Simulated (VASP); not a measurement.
Input of a VASP 6.6.1 run:

Contents of INCAR:

```
SYSTEM = ZrGaH3
PREC = Accurate
ENCUT = 600
EDIFF = 1E-7
ISMEAR = 0
SIGMA = 0.1
LREAL = .FALSE.
LASPH = .TRUE.
NELM = 60
ALGO = Normal
ISIF = 3
LWAVE = .FALSE.
LCHARG = .FALSE.
GGA = PE
IBRION = 2
NSW = 100
EDIFFG = -0.01
```

KPOINTS

```
Automatic mesh
0
G
  12 12 8
  0 0 0
```

File POSCAR:

```
ZrGaH3
1.0
    3.9049416271      0.0000000000      0.0000000000
   -1.9524708136      3.3817786494      0.0000000000
    0.0000000000      0.0000000000      5.7501987534
Zr Ga H
1 1 3
Direct
    0.0000000000      0.0000000000      0.5000000000
    0.0000000000      0.0000000000      0.0000000000
    0.5000000000      0.0000000000      0.5000000000
    0.0000000000      0.5000000000      0.5000000000
    0.5000000000      0.5000000000      0.5000000000
```

Potentials or basis: VASP PAW PBE potentials, release 64 (Zr_sv, Ga_d, H).

Run with:

```bash
$ cat potpaw_PBE.64/Zr_sv/POTCAR potpaw_PBE.64/Ga_d/POTCAR potpaw_PBE.64/H/POTCAR > POTCAR
$ mpirun -np 1 vasp_std > vasp.out
```

Predict the relaxed cell.

a = 3.902 Å, b = 3.902 Å, c = 5.731 Å, α = 90.00°, β = 90.00°, γ = 120.00°.

Estimate the band gap on the k mesh.

zero (band 14 reaches 3.60 eV, above the bottom of band 15 at 2.05 eV).

The path:
| step | energy change (eV) | largest force (eV/Å) | pressure (GPa) | volume (Å³) |
| --- | --- | --- | --- | --- |
| 1 | 0.0000 | 0.0000 | -0.22 | 75.94 |
| 2 | -0.0004 | 0.0000 | -0.09 | 75.70 |
| 3 | -0.0004 | 0.0000 | 0.00 | 75.55 |
